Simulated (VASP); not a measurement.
# SnSe2 (P4_2/mnm) in VASP: further runs

SnSe2 is run at these levels: PBE; tasks: single point.

Everything below comes from runs of VASP 6.6.1. Logs are shortened: lines on timing, memory, paths and dates and some standing lists are left out, and cuts for length are marked.

## (1) The cell of the first run

It takes space group P4_2/mnm (No. 136, tetragonal). Conventional cell: a = 6.578 Å, b = 6.578 Å, c = 4.013 Å, α = 90.00°, β = 90.00°, γ = 90.00°. Sn (site symmetry mmm) has 6 Se at 2.69 to 2.86 Å within 3.5 Å. Se (site symmetry m2m) has 3 Sn at 2.69 to 2.86 Å within 3.5 Å.

## (2) Single point, PBE

INCAR

```
  ALGO = Normal
  EDIFF = 1E-7
  ENCUT = 520
  GGA = PE
  ISIF = 2
  ISMEAR = -1
  LASPH = True
  LCHARG = False
  LREAL = False
  LWAVE = False
  NBANDS = 35
  NELM = 80
  PREC = Accurate
  SIGMA = 0.02
```

KPOINTS

```
k-points
0
Gamma
  4 4 6
```

POSCAR

```
SnSe2
1.0
    6.5776879801      0.0000000000      0.0000000000
    0.0000000000      6.5776879801      0.0000000000
    0.0000000000      0.0000000000      4.0126018114
Sn Se
2 4
Direct
    0.0000000000      0.0000000000      0.0000000000
    0.5000000000      0.5000000000      0.5000000000
    0.3070040519      0.3070040519      0.0000000000
    0.1929959481      0.8070040519      0.5000000000
    0.8070040519      0.1929959481      0.5000000000
    0.6929959481      0.6929959481      0.0000000000
```

Potentials or basis: VASP PAW PBE potentials, release 64 (Sn_d, Se).

Command:

```
> cat potpaw_PBE.64/Sn_d/POTCAR potpaw_PBE.64/Se/POTCAR > POTCAR
> mpirun -np 1 vasp_std > vasp.out
```

OUTCAR:

```text
EDIFF = 1E-7
   ENCUT = 520
   GGA = PE
   ISIF = 2
   ISMEAR = -1
   LASPH = True
   LREAL = False
   NELM = 80
   PREC = Accurate

 ion  position               nearest neighbor table
   1  0.000  0.000  0.000-   4 2.69   5 2.69   4 2.69   5 2.69   3 2.86   6 2.86
   2  0.500  0.500  0.500-   3 2.69   6 2.69   3 2.69   6 2.69   5 2.86   4 2.86
   3  0.307  0.307  0.000-   2 2.69   2 2.69   1 2.86
   4  0.193  0.807  0.500-   1 2.69   1 2.69   2 2.86
   5  0.807  0.193  0.500-   1 2.69   1 2.69   2 2.86
   6  0.693  0.693  0.000-   2 2.69   2 2.69   1 2.86

  LATTYP: Found a simple tetragonal cell.
 ALAT       =     6.5776879801
 C/A-ratio  =     0.6100322520

  Lattice vectors:

 A1 = (   6.5776879801,   0.0000000000,   0.0000000000)
 A2 = (   0.0000000000,   6.5776879801,   0.0000000000)
 A3 = (   0.0000000000,   0.0000000000,   4.0126018114)

Analysis of symmetry for initial positions (statically):
=====================================================================
 Subroutine PRICEL returns:
 Original cell was already a primitive cell.

 Routine SETGRP: Setting up the symmetry group for a
 simple tetragonal supercell.

 Subroutine GETGRP returns: Found 16 space group operations
 (whereof  8 operations were pure point group operations)
 out of a pool of 16 trial point group operations.

The static configuration has the point symmetry D_2h.
 The point group associated with its full space group is D_4h.

Analysis of symmetry for dynamics (positions and initial velocities):
=====================================================================
 Subroutine PRICEL returns:
 Original cell was already a primitive cell.

 Routine SETGRP: Setting up the symmetry group for a
 simple tetragonal supercell.

 Subroutine GETGRP returns: Found 16 space group operations
 (whereof  8 operations were pure point group operations)
 out of a pool of 16 trial point group operations.

The dynamic configuration has the point symmetry D_2h.
 The point group associated with its full space group is D_4h.

 Subroutine INISYM returns: Found 16 space group operations
 (whereof  8 operations are pure point group operations),
 and found     1 'primitive' translations

----------------------------------------------------------------------------------------

                                     Primitive cell

  volume of cell :     173.6091

  direct lattice vectors                    reciprocal lattice vectors
     6.577687980  0.000000000  0.000000000     0.152029102  0.000000000  0.000000000
     0.000000000  6.577687980  0.000000000     0.000000000  0.152029102  0.000000000
     0.000000000  0.000000000  4.012601811     0.000000000  0.000000000  0.249214860

  length of vectors
     6.577687980  6.577687980  4.012601811     0.152029102  0.152029102  0.249214860

  position of ions in fractional coordinates (direct lattice)
     0.000000000  0.000000000  0.000000000
     0.500000000  0.500000000  0.500000000
     0.307004052  0.307004052  0.000000000
     0.192995948  0.807004052  0.500000000
     0.807004052  0.192995948  0.500000000
     0.692995948  0.692995948  0.000000000

  ion indices of the primitive-cell ions
   primitive index   ion index
                 1           1
                 2           2
                 3           3
                 4           4
                 5           5
                 6           6

----------------------------------------------------------------------------------------

 KPOINTS: k-points

Automatic generation of k-mesh.
 Grid dimensions read from file:
 generate k-points for:    4    4    6

 Generating k-lattice:

  Cartesian coordinates                     Fractional coordinates (reciprocal lattice)
     0.038007276  0.000000000  0.000000000     0.250000000  0.000000000  0.000000000
     0.000000000  0.038007276  0.000000000     0.000000000  0.250000000  0.000000000
     0.000000000  0.000000000  0.041535810     0.000000000  0.000000000  0.166666667

  Length of vectors
     0.038007276  0.038007276  0.041535810

  Shift w.r.t. Gamma in fractional coordinates (k-lattice)
     0.000000000  0.000000000  0.000000000

 Subroutine IBZKPT returns following result:
 ===========================================

 Found     24 irreducible k-points:

 Following reciprocal coordinates:
            Coordinates               Weight
  0.000000  0.000000  0.000000      1.000000
  0.250000  0.000000  0.000000      4.000000
  0.500000  0.000000  0.000000      2.000000
  0.250000  0.250000  0.000000      4.000000
  0.500000  0.250000  0.000000      4.000000
  0.500000  0.500000  0.000000      1.000000
[... 16 lines left out ...]
  0.500000  0.250000  0.500000      4.000000
  0.500000  0.500000  0.500000      1.000000
   k-points           NKPTS =     24   k-points in BZ     NKDIM =     24   number of bands    NBANDS=     35
   number of dos      NEDOS =    301   number of ions     NIONS =      6
   total plane-waves  NPLWV =  75000
   dimension x,y,z NGX =    50 NGY =   50 NGZ =   30
   dimension x,y,z NGXF=   100 NGYF=  100 NGZF=   60
   ions per type =               2   4
   NGX,Y,Z   is equivalent  to a cutoff of  12.64, 12.64, 12.43 a.u.
   NGXF,Y,Z  is equivalent  to a cutoff of  25.27, 25.27, 24.86 a.u.
 SYSTEM =  unknown system
   PREC   = accura    normal or accurate (medium, high low for compatibility)
   ISTART =      0    job   : 0-new  1-cont  2-samecut
   ICHARG =      2    charge: 1-file 2-atom 10-const
   ISPIN  =      1    spin polarized calculation?
   LNONCOLLINEAR =      F non collinear calculations
   LSORBIT =      F    spin-orbit coupling
   LASPH  =      T    aspherical Exc in radial PAW
   ENCUT  =  520.0 eV  38.22 Ry    6.18 a.u.  12.23 12.23  7.46*2*pi/ulx,y,z
   NELM   =     80;   NELMIN=  2; NELMDL= -5     # of ELM steps
   EDIFF  = 0.1E-06   stopping-criterion for ELM
   LREAL  =      F    real-space projection
   EDIFFG = 0.1E-05   stopping-criterion for IOM
   NSW    =      0    number of steps for IOM
   IBRION =     -1    ionic relax: 0-MD 1-quasi-New 2-CG
   NFREE  =      0    steps in history (QN), initial steepest desc. (CG)
   ISIF   =      2    stress and relaxation
   ISYM   =      2    0-nonsym 1-usesym 2-fastsym
   POTIM  = 0.5000    time-step for ionic-motion
   TEBEG  =    0.0;   TEEND  =   0.0 temperature during run
   PSTRESS=    0.0 pullay stress
   NELECT =      52.0000    total number of electrons
   NUPDOWN=      -1.0000    fix difference up-down
   EMIN   =  10.00;   EMAX   =-10.00  energy-range for DOS
   EFERMI =   0.00;   METHOD = LEGACY
   ISMEAR =    -1;   SIGMA  =   0.02  broadening in eV -4-tet -1-fermi 0-gaus
   EFERMI_NEDOS =   21; number of points for ismear=-14 and -15
   IALGO  =     38    algorithm
   IMIX   =      4    mixing-type and parameters
     AMIX     =   0.40;   BMIX     =  1.00
     AMIX_MAG =   1.60;   BMIX_MAG =  1.00
  volume/ion in A,a.u.               =      28.93       195.26
  Fermi-wavevector in a.u.,A,eV,Ry     =   1.095347  2.069906 16.324068  1.199785
  Thomas-Fermi vector in A             =   2.231669
   LORBIT       =      0    0 simple, 1 ext, 2 COOP (PROOUT), +10 PAW based schemes
   GGA     = PE    functional components
[... 5 lines left out ...]
 non-spin polarized calculation
  energy-cutoff  :      520.00
  volume of cell :      173.61
 maximum number of plane-waves:      4743
 NGX is ok and might be reduce to    50
   NGX = 25   NGY = 25   NGZ = 15

 number of electron      52.0000010 magnetization

 Free energy of the ion-electron system (eV)
  ---------------------------------------------------
  ext. energy  EPLUGINS =         0.00000000
  ---------------------------------------------------
  free energy    TOTEN  =       -22.54228224 eV

  energy without entropy =      -22.54061176  energy(sigma->0) =      -22.54144700

 E-fermi :   3.3930     XC(G=0):  -8.9247

 val. band max:        3.2552087650   @ k =   0.2500   0.2500   0.1667
 cond. band min:       3.3990599997   @ k =   0.2500   0.2500   0.0000
 fundamental gap:      0.1438512347
 Fermi energy:         3.3929841232

 k-point     1 :       0.0000    0.0000    0.0000
  band No.  band energies     occupation
      1     -18.5003      2.00000
      2     -18.4819      2.00000
      3     -18.4177      2.00000
      4     -18.4177      2.00000
      5     -18.4128      2.00000
      6     -18.4106      2.00000
[... 27 lines left out ...]
     34       8.7561      0.00000
     35       9.5517      0.00000

 k-point     2 :       0.2500    0.0000    0.0000
  band No.  band energies     occupation
      1     -18.4976      2.00000
      2     -18.4846      2.00000
      3     -18.4176      2.00000
      4     -18.4176      2.00000
      5     -18.4125      2.00000
      6     -18.4109      2.00000
[... 27 lines left out ...]
     34       8.9170      0.00000
     35       9.4663      0.00000

 k-point     3 :       0.5000    0.0000    0.0000
  band No.  band energies     occupation
      1     -18.4911      2.00000
      2     -18.4911      2.00000
      3     -18.4175      2.00000
      4     -18.4175      2.00000
      5     -18.4117      2.00000
      6     -18.4117      2.00000
[... 27 lines left out ...]
     34       7.9227      0.00000
     35      10.4625      0.00000
[... 723 lines left out ...]
 k-point    23 :       0.5000    0.2500    0.5000
  band No.  band energies     occupation
      1     -18.4722      2.00000
      2     -18.4722      2.00000
      3     -18.4521      2.00000
      4     -18.4521      2.00000
      5     -18.4153      2.00000
      6     -18.4153      2.00000
[... 27 lines left out ...]
     34       9.6168      0.00000
     35      10.4215      0.00000

 k-point    24 :       0.5000    0.5000    0.5000
  band No.  band energies     occupation
      1     -18.4704      2.00000
      2     -18.4704      2.00000
      3     -18.4540      2.00000
      4     -18.4540      2.00000
      5     -18.4153      2.00000
      6     -18.4153      2.00000
[... 27 lines left out ...]
     34       9.9999      0.00000
     35      10.1639      0.00000

------------------------ aborting loop because EDIFF is reached ----------------------------------------

  FORCE on cell =-STRESS in cart. coord.  units (eV):
  Direction    XX          YY          ZZ          XY          YZ          ZX
  --------------------------------------------------------------------------------------
  -------------------------------------------------------------------------------------
  Total        0.0333081      0.0333081      0.0588099      0.0000000      0.0000000      0.0000000
  in kB        0.3073885      0.3073885      0.5427361      0.0000000      0.0000000      0.0000000
  external PRESSURE =       0.3858377 kB  Pullay stress =       0.0000000 kB

 VOLUME and BASIS-vectors are now :
 -----------------------------------------------------------------------------
  energy-cutoff  :      520.00
  volume of cell :      173.61
      direct lattice vectors                 reciprocal lattice vectors
     6.577687980  0.000000000  0.000000000     0.152029102  0.000000000  0.000000000
     0.000000000  6.577687980  0.000000000     0.000000000  0.152029102  0.000000000
     0.000000000  0.000000000  4.012601811     0.000000000  0.000000000  0.249214860

 POSITION                                       TOTAL-FORCE (eV/Angst)
 -----------------------------------------------------------------------------------
      0.00000      0.00000      0.00000         0.000000     -0.000000      0.000000
      3.28884      3.28884      2.00630         0.000000     -0.000000      0.000000
      2.01938      2.01938      0.00000        -0.004624     -0.004624     -0.000000
      1.26947      5.30822      2.00630         0.004624     -0.004624      0.000000
      5.30822      1.26947      2.00630        -0.004624      0.004624      0.000000
      4.55831      4.55831      0.00000         0.004624      0.004624      0.000000
 -----------------------------------------------------------------------------------
    total drift:                                0.000000     -0.000000      0.000000

  FREE ENERGIE OF THE ION-ELECTRON SYSTEM (eV)
  ---------------------------------------------------
  free  energy   TOTEN  =       -22.5422822437 eV

  energy  without entropy=      -22.5406117650  energy(sigma->0) =      -22.54144700
```

Run time: 1.9 min. Hardware: 1 thread of Intel Xeon Platinum 8259CL at 2.50GHz (Skylake/Cascade Lake), shared host; peak memory 0.32 GiB.

Results:

```
Free energy            : -22.5423 eV
Pressure               : 0.0 GPa
Largest force          : 0.007 eV/Å
Band gap on the k mesh : zero (band 26 reaches 3.43 eV, above the bottom of band 27 at 3.40 eV)
```

Forces on the atoms (eV/Å):
```
Sn   0.000  0.000  0.000
Sn   0.000  0.000  0.000
Se  -0.005 -0.005  0.000
Se   0.005 -0.005  0.000
Se  -0.005  0.005  0.000
Se   0.005  0.005  0.000
```

Levels at points of the mesh, in eV from the Fermi level:
```
           k point  band 23  band 24  band 25  band 26  band 27  band 28  band 29  band 30
(0.00, 0.00, 0.00)    -0.99    -0.99    -0.39    -0.39     0.29     1.26     2.40     2.40
(0.50, 0.00, 0.00)    -0.88    -0.88    -0.59    -0.59     0.46     0.46     3.09     3.09
(0.50, 0.50, 0.00)    -1.04    -1.04    -1.00    -1.00     0.50     0.50     3.49     3.49
(0.00, 0.00, 0.50)    -1.27    -1.27    -1.21    -1.21     0.74     0.74     4.46     4.46
(0.50, 0.00, 0.50)    -0.79    -0.79    -0.79    -0.79     1.32     1.32     2.00     2.00
(0.50, 0.50, 0.50)    -0.93    -0.93    -0.66    -0.66     0.24     0.24     4.18     4.18
```

Caveat: spin-orbit coupling is left out, which moves the levels of the heavy elements.

## (3) Single point, PBE (volume changed by +3%)

INCAR

```
PREC = Accurate
ENCUT = 520
EDIFF = 1E-6
ISMEAR = -1
SIGMA = 0.02
LREAL = False
LASPH = True
NELM = 60
ALGO = Normal
ISIF = 2
LWAVE = False
LCHARG = True
GGA = PE
LELF = True
LVHAR = True
NBANDS = 35
```

KPOINTS

```
regular mesh
0
Gamma
  4 4 6
```

POSCAR, as its differences from that of step 2:

```diff
@@ -2,5 +2,5 @@
 1.0
-    6.5776879801      0.0000000000      0.0000000000
-    0.0000000000      6.5776879801      0.0000000000
-    0.0000000000      0.0000000000      4.0126018114
+    6.6428178394      0.0000000000      0.0000000000
+    0.0000000000      6.6428178394      0.0000000000
+    0.0000000000      0.0000000000      4.0523331261
 Sn Se
```

Potentials or basis: VASP PAW PBE potentials, release 64 (Sn_d, Se).

Command:

```
> cat potpaw_PBE.64/Sn_d/POTCAR potpaw_PBE.64/Se/POTCAR > POTCAR
> mpirun -np 1 vasp_std > vasp.out
```

Run time: 2 min. Hardware: 1 thread of Intel Xeon Platinum 8259CL at 2.50GHz (Skylake/Cascade Lake), shared host; peak memory 0.32 GiB.

Results (log left out):

```yaml
Free_energy: -22.5209 eV
Pressure: -1.4 GPa
Largest_force: 0.088 eV/Å
Band_gap_on_the_k_mesh: zero (band 26 reaches 3.10 eV, above the bottom of band 27 at 3.08 eV)
```

Forces in eV/Å, atoms in the order of the input:
```
Sn   0.000  0.000  0.000
Sn   0.000  0.000  0.000
Se   0.062  0.062  0.000
Se  -0.062  0.062  0.000
Se   0.062 -0.062  0.000
Se  -0.062 -0.062  0.000
```

Stress tensor (GPa, compression positive):
```
-1.21  0.00  0.00
 0.00 -1.21  0.00
 0.00  0.00 -1.63
```

Levels at points of the mesh, in eV from the Fermi level:
| k point | band 23 | band 24 | band 25 | band 26 | band 27 | band 28 | band 29 | band 30 |
| --- | --- | --- | --- | --- | --- | --- | --- | --- |
| (0.00, 0.00, 0.00) | -0.93 | -0.93 | -0.33 | -0.33 | 0.31 | 1.25 | 2.38 | 2.38 |
| (0.50, 0.00, 0.00) | -0.82 | -0.82 | -0.54 | -0.54 | 0.43 | 0.43 | 3.09 | 3.09 |
| (0.50, 0.50, 0.00) | -0.98 | -0.98 | -0.90 | -0.90 | 0.46 | 0.46 | 3.45 | 3.45 |
| (0.00, 0.00, 0.50) | -1.16 | -1.16 | -1.11 | -1.11 | 0.73 | 0.73 | 4.38 | 4.38 |
| (0.50, 0.00, 0.50) | -0.74 | -0.74 | -0.71 | -0.71 | 1.27 | 1.27 | 2.00 | 2.00 |
| (0.50, 0.50, 0.50) | -0.84 | -0.84 | -0.59 | -0.59 | 0.24 | 0.24 | 4.12 | 4.12 |

Caveat: spin-orbit coupling is left out, which moves the levels of the heavy elements.

## (4) Single point, PBE (volume changed by +6%)

INCAR

```
SYSTEM = SnSe2
ALGO = Normal
EDIFF = 1E-6
ENCUT = 520
GGA = PE
ISIF = 2
ISMEAR = -1
LASPH = .True.
LCHARG = .False.
LREAL = .False.
LWAVE = .False.
NBANDS = 35
NELM = 60
PREC = Accurate
SIGMA = 0.02
```

KPOINTS

```
k-points
0
Gamma
  4 4 6
  0 0 0
```

POSCAR, as its differences from that of step 3:

```diff
@@ -2,5 +2,5 @@
 1.0
-    6.6428178394      0.0000000000      0.0000000000
-    0.0000000000      6.6428178394      0.0000000000
-    0.0000000000      0.0000000000      4.0523331261
+    6.7066950064      0.0000000000      0.0000000000
+    0.0000000000      6.7066950064      0.0000000000
+    0.0000000000      0.0000000000      4.0913002582
 Sn Se
```

Command:

```
> cat potpaw_PBE.64/Sn_d/POTCAR potpaw_PBE.64/Se/POTCAR > POTCAR
> mpirun -np 1 vasp_std > vasp.out
```

It took 1.9 min on 1 thread of Intel Xeon Platinum 8259CL at 2.50GHz (Skylake/Cascade Lake), shared host; peak memory 0.32 GiB.

Results (log left out):

* Free energy: -22.4582 eV
* Pressure: -2.5 GPa
* Largest force: 0.168 eV/Å
* Band gap on the k mesh: zero (filled and empty bands touch)

Forces on the atoms (eV/Å):
```
Sn   0.000  0.000  0.000
Sn   0.000  0.000  0.000
Se   0.119  0.119  0.000
Se  -0.119  0.119  0.000
Se   0.119 -0.119  0.000
Se  -0.119 -0.119  0.000
```

Stress tensor (GPa, compression positive):
```
-2.26  0.00  0.00
 0.00 -2.26  0.00
 0.00  0.00 -3.00
```

Levels at points of the mesh, in eV from the Fermi level:
```tsv
k point	band 24	band 25	band 26	band 27	band 28	band 29
(0.00, 0.00, 0.00)	-0.88	-0.29	-0.29	0.33	1.22	2.37
(0.50, 0.00, 0.00)	-0.78	-0.50	-0.50	0.39	0.39	3.09
(0.50, 0.50, 0.00)	-0.92	-0.82	-0.82	0.43	0.43	3.41
(0.00, 0.00, 0.50)	-1.06	-1.02	-1.02	0.71	0.71	4.30
(0.50, 0.00, 0.50)	-0.69	-0.63	-0.63	1.22	1.22	1.99
(0.50, 0.50, 0.50)	-0.77	-0.52	-0.52	0.24	0.24	4.07
```

Caveat: spin-orbit coupling is left out, which moves the levels of the heavy elements.

## (5) Summary

| cell | gap on the mesh (eV) | pressure (GPa) | largest force (eV/Å) |
| --- | --- | --- | --- |
| a = 6.578, b = 6.578, c = 4.013 Å, 6 atoms | none | 0.0 | 0.01 |
| a = 6.643, b = 6.643, c = 4.052 Å, 6 atoms | none | -1.4 | 0.09 |
| a = 6.707, b = 6.707, c = 4.091 Å, 6 atoms | none | -2.5 | 0.17 |

Alike in all rows: task single point; level PBE; potentials or basis VASP PAW PBE potentials, release 64 (Sn_d, Se); no spin polarisation; k mesh 4 × 4 × 6; cutoff (eV) 520; smearing fermi-dirac 0.02 eV.

Caveats: spin-orbit coupling is left out, which moves the levels of the heavy elements.

Total energies depend on the potentials used, so only differences within one code and one set of settings carry meaning.
